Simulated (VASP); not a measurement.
# Zr (P6_3/mmc) in VASP: single point with PBEsol

Aim: the single point of Zr with PBEsol.

All numbers are computed with VASP 6.6.1; they aren't measurements. Logs are shortened: lines on timing, memory, paths and dates and some standing lists are left out, and cuts for length are marked.

### Step 1. The cell of the first run

Symmetry: P6_3/mmc, No. 194, hexagonal system. Conventional cell: a = 3.183 Å, b = 3.183 Å, c = 5.118 Å, α = 90.00°, β = 90.00°, γ = 120.00°. Zr (site symmetry -6m2) has 12 Zr at 3.15 to 3.18 Å within 4.1 Å.

### Step 2. Single point, PBEsol

INCAR reads:

```
PREC = Accurate
ENCUT = 520
EDIFF = 1E-6
ISMEAR = 0
SIGMA = 0.1
LREAL = False
LASPH = True
NELM = 60
ALGO = Fast
ISIF = 2
LWAVE = False
LCHARG = False
GGA = PS
NBANDS = 19
```

KPOINTS reads:

```
Automatic mesh
0
Gamma
  15 15 8
```

POSCAR reads:

```
Zr
1.0
    3.1834573501      0.0000000028      0.0000000000
   -1.5917286775      2.7569549356      0.0000000000
    0.0000000000      0.0000000000      5.1175136734
Zr
2
Direct
    0.3333333333      0.6666666667      0.2500000000
    0.6666666667      0.3333333333      0.7500000000
```

Potentials or basis: VASP PAW PBE potentials, release 64 (Zr_sv).

Command:

```console
> cat potpaw_PBE.64/Zr_sv/POTCAR > POTCAR
> mpirun -np 1 vasp_std > vasp.out
```

OUTCAR:

```text
PREC = Accurate
   ENCUT = 520
   EDIFF = 1E-6
   ISMEAR = 0
   LREAL = False
   LASPH = True
   NELM = 60
   ISIF = 2
   GGA = PS

 ion  position               nearest neighbor table
   1  0.333  0.667  0.250-   2 3.15   2 3.15   2 3.15   2 3.15   2 3.15   2 3.15
   2  0.667  0.333  0.750-   1 3.15   1 3.15   1 3.15   1 3.15   1 3.15   1 3.15

  LATTYP: Found a hexagonal cell.
 ALAT       =     3.1834573501
 C/A-ratio  =     1.6075332918

  Lattice vectors:

 A1 = (   3.1834573501,   0.0000000028,   0.0000000000)
 A2 = (  -1.5917286775,   2.7569549356,   0.0000000000)
 A3 = (   0.0000000000,   0.0000000000,   5.1175136734)

Analysis of symmetry for initial positions (statically):
=====================================================================
 Subroutine PRICEL returns:
 Original cell was already a primitive cell.

 Routine SETGRP: Setting up the symmetry group for a
 hexagonal supercell.

 Subroutine GETGRP returns: Found 24 space group operations
 (whereof 12 operations were pure point group operations)
 out of a pool of 24 trial point group operations.

The static configuration has the point symmetry D_3d.
 The point group associated with its full space group is D_6h.

Analysis of symmetry for dynamics (positions and initial velocities):
=====================================================================
 Subroutine PRICEL returns:
 Original cell was already a primitive cell.

 Routine SETGRP: Setting up the symmetry group for a
 hexagonal supercell.

 Subroutine GETGRP returns: Found 24 space group operations
 (whereof 12 operations were pure point group operations)
 out of a pool of 24 trial point group operations.

The dynamic configuration has the point symmetry D_3d.
 The point group associated with its full space group is D_6h.

 Subroutine INISYM returns: Found 24 space group operations
 (whereof 12 operations are pure point group operations),
 and found     1 'primitive' translations

----------------------------------------------------------------------------------------

                                     Primitive cell

  volume of cell :      44.9146

  direct lattice vectors                    reciprocal lattice vectors
     3.183457350  0.000000003  0.000000000     0.314123888  0.181359512  0.000000000
    -1.591728677  2.756954936  0.000000000    -0.000000000  0.362719023  0.000000000
     0.000000000  0.000000000  5.117513673     0.000000000  0.000000000  0.195407392

  length of vectors
     3.183457350  3.183457350  5.117513673     0.362719023  0.362719023  0.195407392

  position of ions in fractional coordinates (direct lattice)
     0.333333333  0.666666667  0.250000000
     0.666666667  0.333333333  0.750000000

  ion indices of the primitive-cell ions
   primitive index   ion index
                 1           1
                 2           2

----------------------------------------------------------------------------------------

 KPOINTS: Automatic mesh

Automatic generation of k-mesh.
 Grid dimensions read from file:
 generate k-points for:   15   15    8

 Generating k-lattice:

  Cartesian coordinates                     Fractional coordinates (reciprocal lattice)
     0.020941593  0.012090634  0.000000000     0.066666667  0.000000000  0.000000000
    -0.000000000  0.024181268  0.000000000     0.000000000  0.066666667  0.000000000
     0.000000000  0.000000000  0.024425924     0.000000000  0.000000000  0.125000000

  Length of vectors
     0.024181268  0.024181268  0.024425924

  Shift w.r.t. Gamma in fractional coordinates (k-lattice)
     0.000000000  0.000000000  0.000000000

 Subroutine IBZKPT returns following result:
 ===========================================

 Found    135 irreducible k-points:

 Following reciprocal coordinates:
            Coordinates               Weight
  0.000000  0.000000  0.000000      1.000000
  0.066667 -0.000000  0.000000      6.000000
  0.133333  0.000000  0.000000      6.000000
  0.200000  0.000000  0.000000      6.000000
  0.266667  0.000000  0.000000      6.000000
  0.333333  0.000000  0.000000      6.000000
[... 16 lines left out ...]
  0.333333  0.200000  0.000000     12.000000
  0.400000  0.200000  0.000000      6.000000
 [... further k-points ...]
   k-points           NKPTS =    135   k-points in BZ     NKDIM =    135   number of bands    NBANDS=     19
   number of dos      NEDOS =    301   number of ions     NIONS =      2
   total plane-waves  NPLWV =  23040
   dimension x,y,z NGX =    24 NGY =   24 NGZ =   40
   dimension x,y,z NGXF=    48 NGYF=   48 NGZF=   80
   ions per type =               2
   NGX,Y,Z   is equivalent  to a cutoff of  12.53, 12.53, 12.99 a.u.
   NGXF,Y,Z  is equivalent  to a cutoff of  25.07, 25.07, 25.99 a.u.
 SYSTEM =  unknown system
   PREC   = accura    normal or accurate (medium, high low for compatibility)
   ISTART =      0    job   : 0-new  1-cont  2-samecut
   ICHARG =      2    charge: 1-file 2-atom 10-const
   ISPIN  =      1    spin polarized calculation?
   LNONCOLLINEAR =      F non collinear calculations
   LSORBIT =      F    spin-orbit coupling
   LASPH  =      T    aspherical Exc in radial PAW
   ENCUT  =  520.0 eV  38.22 Ry    6.18 a.u.   5.92  5.92  9.52*2*pi/ulx,y,z
   NELM   =     60;   NELMIN=  2; NELMDL= -5     # of ELM steps
   EDIFF  = 0.1E-05   stopping-criterion for ELM
   LREAL  =      F    real-space projection
   EDIFFG = 0.1E-04   stopping-criterion for IOM
   NSW    =      0    number of steps for IOM
   IBRION =     -1    ionic relax: 0-MD 1-quasi-New 2-CG
   NFREE  =      0    steps in history (QN), initial steepest desc. (CG)
   ISIF   =      2    stress and relaxation
   ISYM   =      2    0-nonsym 1-usesym 2-fastsym
   POTIM  = 0.5000    time-step for ionic-motion
   TEBEG  =    0.0;   TEEND  =   0.0 temperature during run
   PSTRESS=    0.0 pullay stress
   NELECT =      24.0000    total number of electrons
   NUPDOWN=      -1.0000    fix difference up-down
   EMIN   =  10.00;   EMAX   =-10.00  energy-range for DOS
   EFERMI =   0.00;   METHOD = LEGACY
   ISMEAR =     0;   SIGMA  =   0.10  broadening in eV -4-tet -1-fermi 0-gaus
   EFERMI_NEDOS =   21; number of points for ismear=-14 and -15
   IALGO  =     68    algorithm
   IMIX   =      4    mixing-type and parameters
     AMIX     =   0.40;   BMIX     =  1.00
     AMIX_MAG =   1.60;   BMIX_MAG =  1.00
  volume/ion in A,a.u.               =      22.46       151.55
  Fermi-wavevector in a.u.,A,eV,Ry     =   1.328463  2.510430 24.011738  1.764813
  Thomas-Fermi vector in A             =   2.457698
   LORBIT       =      0    0 simple, 1 ext, 2 COOP (PROOUT), +10 PAW based schemes
   GGA     = PS    functional components
   LHFCALC =     F    Hartree Fock is set to
   AEXX    =    0.0000 exact exchange contribution
   IVDW    =     0    specifies the selected vdW correction
   LEPSILON=     F    determine dielectric tensor
   LRPA    =     F    only Hartree local field effects (RPA)
 non-spin polarized calculation
 RMM-DIIS sequential band-by-band and
 Gauss-broadening in eV      SIGMA  =   0.10
  energy-cutoff  :      520.00
  volume of cell :       44.91
 maximum number of plane-waves:      1230
 NGX is ok and might be reduce to    24
   NGX = 11   NGY = 11   NGZ = 19

 number of electron      24.0000000 magnetization

 Free energy of the ion-electron system (eV)
  ---------------------------------------------------
  ext. energy  EPLUGINS =         0.00000000
  ---------------------------------------------------
  free energy    TOTEN  =       -18.16744585 eV

  energy without entropy =      -18.15722232  energy(sigma->0) =      -18.16233408

 E-fermi :   9.2881     XC(G=0): -11.3680

 val. band max:        9.2754303144   @ k =   0.1333   0.0000   0.3750
 cond. band min:       9.2885793719   @ k =   0.3333   0.3333   0.5000
 fundamental gap:      0.0131490575
 Fermi energy:         9.2880613342

 k-point     1 :       0.0000    0.0000    0.0000
  band No.  band energies     occupation
      1     -39.3938      2.00000
      2     -39.2187      2.00000
      3     -18.0055      2.00000
      4     -17.0218      2.00000
      5     -17.0218      2.00000
      6     -16.8847      2.00000
[... 11 lines left out ...]
     18      11.5356      0.00000
     19      13.8999      0.00000

 k-point     2 :       0.0667   -0.0000    0.0000
  band No.  band energies     occupation
      1     -39.3877      2.00000
      2     -39.2160      2.00000
      3     -17.9900      2.00000
      4     -17.0573      2.00000
      5     -17.0332      2.00000
      6     -16.9068      2.00000
[... 11 lines left out ...]
     18      11.4176      0.00000
     19      13.9885      0.00000

 k-point     3 :       0.1333    0.0000    0.0000
  band No.  band energies     occupation
      1     -39.3704      2.00000
      2     -39.2085      2.00000
      3     -17.9452      2.00000
      4     -17.1577      2.00000
      5     -17.0648      2.00000
      6     -17.0090      2.00000
[... 11 lines left out ...]
     18      11.3128      0.00000
     19      14.1875      0.00000

 k-point     4 :       0.2000    0.0000    0.0000
  band No.  band energies     occupation
      1     -39.3442      2.00000
      2     -39.1981      2.00000
      3     -17.8748      2.00000
      4     -17.3051      2.00000
      5     -17.1545      2.00000
      6     -17.1096      2.00000
[... 407 lines left out ...]
     18      14.3203      0.00000
     19      15.0796      0.00000

 k-point    23 :       0.3333    0.2000    0.0000
  band No.  band energies     occupation
      1     -39.2231      2.00000
      2     -39.1759      2.00000
      3     -17.7228      2.00000
      4     -17.5687      2.00000
      5     -17.4822      2.00000
      6     -17.3778      2.00000
[... 11 lines left out ...]
     18      14.2929      0.00000
     19      15.8127      0.00000

 k-point    24 :       0.4000    0.2000    0.0000
  band No.  band energies     occupation
      1     -39.2137      2.00000
      2     -39.1782      2.00000
      3     -17.7472      2.00000
      4     -17.5637      2.00000
      5     -17.4409      2.00000
      6     -17.4122      2.00000
[... 11 lines left out ...]
     18      14.2828      0.00000
     19      16.0543      0.00000

 [... further k-points ...]

------------------------ aborting loop because EDIFF is reached ----------------------------------------

  FORCE on cell =-STRESS in cart. coord.  units (eV):
  Direction    XX          YY          ZZ          XY          YZ          ZX
  --------------------------------------------------------------------------------------
  -------------------------------------------------------------------------------------
  Total        0.0115253      0.0115253      0.0135847     -0.0000000     -0.0000000      0.0000000
  in kB        0.4111256      0.4111256      0.4845873     -0.0000000     -0.0000000      0.0000000
  external PRESSURE =       0.4356128 kB  Pullay stress =       0.0000000 kB

 VOLUME and BASIS-vectors are now :
 -----------------------------------------------------------------------------
  energy-cutoff  :      520.00
  volume of cell :       44.91
      direct lattice vectors                 reciprocal lattice vectors
     3.183457350  0.000000003  0.000000000     0.314123888  0.181359512  0.000000000
    -1.591728677  2.756954936  0.000000000    -0.000000000  0.362719023  0.000000000
     0.000000000  0.000000000  5.117513673     0.000000000  0.000000000  0.195407392

 POSITION                                       TOTAL-FORCE (eV/Angst)
 -----------------------------------------------------------------------------------
     -0.00000      1.83797      1.27938         0.000000      0.000000      0.000000
      1.59173      0.91898      3.83814        -0.000000     -0.000000      0.000000
 -----------------------------------------------------------------------------------
    total drift:                               -0.000000      0.000000     -0.000000

  FREE ENERGIE OF THE ION-ELECTRON SYSTEM (eV)
  ---------------------------------------------------
  free  energy   TOTEN  =       -18.1674458499 eV

  energy  without entropy=      -18.1572223167  energy(sigma->0) =      -18.16233408
```

Wall time 5.4 min (1 thread of AMD EPYC 7R13, shared host); peak memory 0.19 GiB.

What came out:

| Item | Value |
| --- | --- |
| Free energy | -18.1674 eV |
| Pressure | 0.0 GPa |
| Band gap on the k mesh | zero (band 12 reaches 10.25 eV, above the bottom of band 13 at 8.94 eV) |

Levels at points of the mesh, in eV from the Fermi level:
```tsv
k point	band 9	band 10	band 11	band 12	band 13	band 14	band 15	band 16
(0.00, 0.00, 0.00)	-5.75	-3.16	0.86	0.86	0.93	1.23	1.57	1.57
(0.00, 0.00, 0.50)	-4.02	-4.02	-0.02	-0.02	0.78	0.78	0.78	0.78
```

Caveat: the PAW data sets were made with another functional, which shifts forces and pressure a little.
